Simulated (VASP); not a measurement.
# Sn (I4/mmm) in VASP: notebook

Sn is run at these levels: HSE06, PBEsol, PBE-based screened hybrid with 25 % exact exchange, r2SCAN0; tasks: single point.

Program: VASP 6.6.1. These are calculated values, not measurements. Logs are shortened: lines on timing, memory, paths and dates and some standing lists are left out, and cuts for length are marked.

## 1. The cell of the first run

Symmetry: I4/mmm, No. 139, tetragonal system. Conventional cell: a = 4.004 Å, b = 4.004 Å, c = 3.277 Å, α = 90.00°, β = 90.00°, γ = 90.00°. Sn (site symmetry 4/mmm) has 14 Sn at 3.27 to 4.00 Å within 4.3 Å.

## 2. Single point, HSE06

Input file POSCAR:

```
Sn
1.0
   -2.0017645706      2.0017645706      1.6383145356
    2.0017645706     -2.0017645706      1.6383145356
    2.0017645706      2.0017645706     -1.6383145356
Sn
1
Direct
    0.0000000000      0.0000000000      0.0000000000
```

Input file INCAR.step1:

```
ALGO = Normal ; EDIFF = 1E-5
ENCUT = 520 ; GGA = PE
ISIF = 2 ; ISMEAR = -1
LASPH = T ; LCHARG = F
LREAL = F ; LWAVE = T
NBANDS = 13 ; NELM = 80
PREC = Accurate ; SIGMA = 0.05
```

Input file INCAR.step2:

```
ALGO = Normal ; EDIFF = 1E-7
ENCUT = 520 ; GGA = PE
HFSCREEN = 0.2079 ; ISIF = 2
ISMEAR = -1 ; ISTART = 1
LASPH = T ; LCHARG = F
LHFCALC = T ; LREAL = F
LWAVE = F ; NBANDS = 13
NELM = 80 ; PREC = Accurate
PRECFOCK = Normal ; SIGMA = 0.05
```

Input file KPOINTS:

```
k-points
0
Gamma
  6 6 6
```

Potentials or basis: VASP PAW PBE potentials, release 64 (Sn_d).

Command:

```
$ cat potpaw_PBE.64/Sn_d/POTCAR > POTCAR
$ cp INCAR.step1 INCAR
$ mpirun -np 1 vasp_std > vasp.out
$ cp INCAR.step2 INCAR
$ mpirun -np 1 vasp_std > vasp.out
```

OUTCAR:

```text
EDIFF = 1E-7
   ENCUT = 520
   GGA = PE
   HFSCREEN = 0.2079
   ISIF = 2
   ISMEAR = -1
   ISTART = 1
   LASPH = T
   LHFCALC = T
   LREAL = F
   NELM = 80
   PREC = Accurate
   PRECFOCK = Normal

 ion  position               nearest neighbor table
   1  0.000  0.000  0.000-

  LATTYP: Found a body centered tetragonal cell.
 ALAT       =     4.0035291412
 C/A-ratio  =     0.8184351745

  Lattice vectors:

 A1 = (  -2.0017645706,   2.0017645706,   1.6383145356)
 A2 = (   2.0017645706,  -2.0017645706,   1.6383145356)
 A3 = (   2.0017645706,   2.0017645706,  -1.6383145356)

Analysis of symmetry for initial positions (statically):
=====================================================================
 Subroutine PRICEL returns:
 Original cell was already a primitive cell.

 Routine SETGRP: Setting up the symmetry group for a
 body centered tetragonal supercell.

 Subroutine GETGRP returns: Found 16 space group operations
 (whereof 16 operations were pure point group operations)
 out of a pool of 16 trial point group operations.

The static configuration has the point symmetry D_4h.

Analysis of symmetry for dynamics (positions and initial velocities):
=====================================================================
 Subroutine PRICEL returns:
 Original cell was already a primitive cell.

 Routine SETGRP: Setting up the symmetry group for a
 body centered tetragonal supercell.

 Subroutine GETGRP returns: Found 16 space group operations
 (whereof 16 operations were pure point group operations)
 out of a pool of 16 trial point group operations.

The dynamic configuration has the point symmetry D_4h.

 Subroutine INISYM returns: Found 16 space group operations
 (whereof 16 operations are pure point group operations),
 and found     1 'primitive' translations

----------------------------------------------------------------------------------------

                                     Primitive cell

  volume of cell :      26.2593

  direct lattice vectors                    reciprocal lattice vectors
    -2.001764571  2.001764571  1.638314536     0.000000000  0.249779623  0.305191701
     2.001764571 -2.001764571  1.638314536     0.249779623  0.000000000  0.305191701
     2.001764571  2.001764571 -1.638314536     0.249779623  0.249779623  0.000000000

  length of vectors
     3.270809886  3.270809886  3.270809886     0.394375246  0.394375246  0.353241731

  position of ions in fractional coordinates (direct lattice)
     0.000000000  0.000000000  0.000000000

  ion indices of the primitive-cell ions
   primitive index   ion index
                 1           1

----------------------------------------------------------------------------------------

 KPOINTS: k-points

Automatic generation of k-mesh.
 Grid dimensions read from file:
 generate k-points for:    6    6    6

 Generating k-lattice:

  Cartesian coordinates                     Fractional coordinates (reciprocal lattice)
     0.000000000  0.041629937  0.050865284     0.166666667  0.000000000 -0.000000000
     0.041629937  0.000000000  0.050865284     0.000000000  0.166666667 -0.000000000
     0.041629937  0.041629937  0.000000000     0.000000000  0.000000000  0.166666667

  Length of vectors
     0.065729208  0.065729208  0.058873622

  Shift w.r.t. Gamma in fractional coordinates (k-lattice)
     0.000000000  0.000000000  0.000000000

 Subroutine IBZKPT returns following result:
 ===========================================

 Found     30 irreducible k-points:

 Following reciprocal coordinates:
            Coordinates               Weight
  0.000000  0.000000  0.000000      1.000000
  0.166667  0.000000  0.000000      8.000000
  0.333333 -0.000000  0.000000      8.000000
  0.500000 -0.000000  0.000000      4.000000
  0.166667  0.166667  0.000000      8.000000
  0.333333  0.166667  0.000000     16.000000
[... 16 lines left out ...]
 -0.333333 -0.333333  0.166667      8.000000
 -0.166667 -0.333333  0.166667      8.000000
 [... further k-points ...]
   k-points           NKPTS =     30   k-points in BZ     NKDIM =    216   number of bands    NBANDS=     13
   number of dos      NEDOS =    301   number of ions     NIONS =      1
   total plane-waves  NPLWV =  13824
   dimension x,y,z NGX =    24 NGY =   24 NGZ =   24
   dimension x,y,z NGXF=    48 NGYF=   48 NGZF=   48
   ions per type =               1
   NGX,Y,Z   is equivalent  to a cutoff of  12.20, 12.20, 12.20 a.u.
   NGXF,Y,Z  is equivalent  to a cutoff of  24.40, 24.40, 24.40 a.u.
 SYSTEM =  unknown system
   PREC   = accura    normal or accurate (medium, high low for compatibility)
   ISTART =      1    job   : 0-new  1-cont  2-samecut
   ICHARG =      0    charge: 1-file 2-atom 10-const
   ISPIN  =      1    spin polarized calculation?
   LNONCOLLINEAR =      F non collinear calculations
   LSORBIT =      F    spin-orbit coupling
   LASPH  =      T    aspherical Exc in radial PAW
   ENCUT  =  520.0 eV  38.22 Ry    6.18 a.u.   6.08  6.08  6.08*2*pi/ulx,y,z
   NELM   =     80;   NELMIN=  2; NELMDL=  0     # of ELM steps
   EDIFF  = 0.1E-06   stopping-criterion for ELM
   LREAL  =      F    real-space projection
   EDIFFG = 0.1E-05   stopping-criterion for IOM
   NSW    =      0    number of steps for IOM
   IBRION =     -1    ionic relax: 0-MD 1-quasi-New 2-CG
   NFREE  =      0    steps in history (QN), initial steepest desc. (CG)
   ISIF   =      2    stress and relaxation
   ISYM   =      3    0-nonsym 1-usesym 2-fastsym
   POTIM  = 0.5000    time-step for ionic-motion
   TEBEG  =    0.0;   TEEND  =   0.0 temperature during run
   PSTRESS=    0.0 pullay stress
   NELECT =      14.0000    total number of electrons
   NUPDOWN=      -1.0000    fix difference up-down
   EMIN   =  10.00;   EMAX   =-10.00  energy-range for DOS
   EFERMI =   0.00;   METHOD = LEGACY
   ISMEAR =    -1;   SIGMA  =   0.05  broadening in eV -4-tet -1-fermi 0-gaus
   EFERMI_NEDOS =   21; number of points for ismear=-14 and -15
   IALGO  =     38    algorithm
   IMIX   =      1    mixing-type and parameters
     AMIX     =   0.40;   BMIX     =  1.00
     AMIX_MAG =   1.60;   BMIX_MAG =  1.00
  volume/ion in A,a.u.               =      26.26       177.21
  Fermi-wavevector in a.u.,A,eV,Ry     =   1.327465  2.508545 23.975688  1.762163
  Thomas-Fermi vector in A             =   2.456775
   LORBIT       =      0    0 simple, 1 ext, 2 COOP (PROOUT), +10 PAW based schemes
   GGA     = PE    functional components
   LHFCALC =     T    Hartree Fock is set to
   PRECFOCK=normal    Normal, Fast or Accurate (Low or Medium for compatibility)
   ENCUT4O =  -1.0   cutoff for four orbital integrals eV
   NKREDX  =     1    reduce k-point grid by
   NKREDY  =     1    reduce k-point grid by
   NKREDZ  =     1    reduce k-point grid by
   AEXX    =    0.2500 exact exchange contribution
   HFSCREEN=    0.2079 screening length (either q_TF or 0.3 A-1)
   HFSCREENC=   0.2079 screening length for correlation (either q_TF or 0.3 A-1)
   ENCUTFOCK=  -1.0 apply spherical cutoff to Coloumb kernel
   IVDW    =     0    specifies the selected vdW correction
   LEPSILON=     F    determine dielectric tensor
   LRPA    =     F    only Hartree local field effects (RPA)
 non-spin polarized calculation
  energy-cutoff  :      520.00
  volume of cell :       26.26
 maximum number of plane-waves:       734
  NGX = 20; NGY = 20; NGZ = 20

 number of electron      13.9999999 magnetization

 Free energy of the ion-electron system (eV)
  ---------------------------------------------------
  ext. energy  EPLUGINS =         0.00000000
  ---------------------------------------------------
  free energy    TOTEN  =        -4.30096929 eV

  energy without entropy =       -4.29385385  energy(sigma->0) =       -4.29741157

 E-fermi :   8.8647     XC(G=0):  -8.6978

 val. band max:        8.8595625392   @ k =   0.5000   0.1667   0.0000
 cond. band min:       8.9357775752   @ k =   0.3333   0.1667   0.1667
 fundamental gap:      0.0762150360
 Fermi energy:         8.8646704868

 k-point     1 :       0.0000    0.0000    0.0000
  band No.  band energies     occupation
      1     -15.4849      2.00000
      2     -15.4000      2.00000
      3     -15.4000      2.00000
      4     -15.3982      2.00000
      5     -15.2579      2.00000
      6      -4.3219      2.00000
      7      16.2605      0.00000
      8      16.2605      0.00000
      9      19.2589      0.00000
     10      19.5954      0.00000
     11      20.8733      0.00000
     12      22.0140      0.00000
     13      22.0140      0.00000

 k-point     2 :       0.1667    0.0000    0.0000
  band No.  band energies     occupation
      1     -15.4694      2.00000
      2     -15.4064      2.00000
      3     -15.3765      2.00000
      4     -15.3583      2.00000
      5     -15.2738      2.00000
      6      -3.5585      2.00000
      7      14.2543      0.00000
      8      14.5512      0.00000
      9      15.6170      0.00000
     10      19.2272      0.00000
     11      19.3454      0.00000
     12      22.3426      0.00000
     13      22.4521      0.00000

 k-point     3 :       0.3333   -0.0000    0.0000
  band No.  band energies     occupation
      1     -15.4978      2.00000
      2     -15.4315      2.00000
      3     -15.2994      2.00000
      4     -15.2761      2.00000
      5     -15.2675      2.00000
      6      -1.2476      2.00000
      7       8.2035      2.00000
      8      12.7194      0.00000
      9      13.9434      0.00000
     10      17.1297      0.00000
     11      17.1774      0.00000
     12      22.7571      0.00000
     13      26.8443      0.00000
[... 305 lines left out ...]
 k-point    23 :      -0.3333   -0.3333    0.1667
  band No.  band energies     occupation
      1     -15.4209      2.00000
      2     -15.3873      2.00000
      3     -15.3391      2.00000
      4     -15.3177      2.00000
      5     -15.2250      2.00000
      6       3.2165      2.00000
      7       5.3394      2.00000
      8       7.1080      2.00000
      9      12.1388      0.00000
     10      15.4989      0.00000
     11      19.4498      0.00000
     12      25.1798      0.00000
     13      25.2942      0.00000

 k-point    24 :      -0.1667   -0.3333    0.1667
  band No.  band energies     occupation
      1     -15.4418      2.00000
      2     -15.4088      2.00000
      3     -15.3336      2.00000
      4     -15.2790      2.00000
      5     -15.2628      2.00000
      6       0.1799      2.00000
      7       7.4798      2.00000
      8      11.1290      0.00000
      9      11.9991      0.00000
     10      16.4027      0.00000
     11      19.2886      0.00000
     12      19.9314      0.00000
     13      25.0713      0.00000

 [... further k-points ...]

------------------------ aborting loop because EDIFF is reached ----------------------------------------

  FORCE on cell =-STRESS in cart. coord.  units (eV):
  Direction    XX          YY          ZZ          XY          YZ          ZX
  --------------------------------------------------------------------------------------
  -------------------------------------------------------------------------------------
  Total        0.3498785      0.3498785      0.3726179      0.0000000      0.0000000      0.0000000
  in kB       21.3473764     21.3473764     22.7347959      0.0000000      0.0000000      0.0000000
  external PRESSURE =      21.8098496 kB  Pullay stress =       0.0000000 kB

 VOLUME and BASIS-vectors are now :
 -----------------------------------------------------------------------------
  energy-cutoff  :      520.00
  volume of cell :       26.26
      direct lattice vectors                 reciprocal lattice vectors
    -2.001764571  2.001764571  1.638314536     0.000000000  0.249779623  0.305191701
     2.001764571 -2.001764571  1.638314536     0.249779623  0.000000000  0.305191701
     2.001764571  2.001764571 -1.638314536     0.249779623  0.249779623  0.000000000

 POSITION                                       TOTAL-FORCE (eV/Angst)
 -----------------------------------------------------------------------------------
      0.00000      0.00000      0.00000        -0.000000     -0.000000     -0.000000
 -----------------------------------------------------------------------------------
    total drift:                                0.000000      0.000000      0.000000

  FREE ENERGIE OF THE ION-ELECTRON SYSTEM (eV)
  ---------------------------------------------------
  free  energy   TOTEN  =        -4.3009692877 eV

  energy  without entropy=       -4.2938538517  energy(sigma->0) =       -4.29741157
```

Run time: 48 min. Hardware: 1 thread of AMD EPYC 7R43 (Zen 3), shared host; peak memory 0.22 GiB.

Results:

| Item | Value |
| --- | --- |
| Free energy | -4.3010 eV |
| Pressure | 2.2 GPa |
| Band gap on the k mesh | zero (bands 7 and 8 overlap by 10.11 eV) |

Caveat: the k points lie up to 0.41 Å⁻¹ apart, too coarse for converged energies and pressures of a metal; the PAW data sets were made with another functional, which shifts forces and pressure a little; spin-orbit coupling is left out, which moves the levels of the heavy elements.

[end of part 1 of 3]
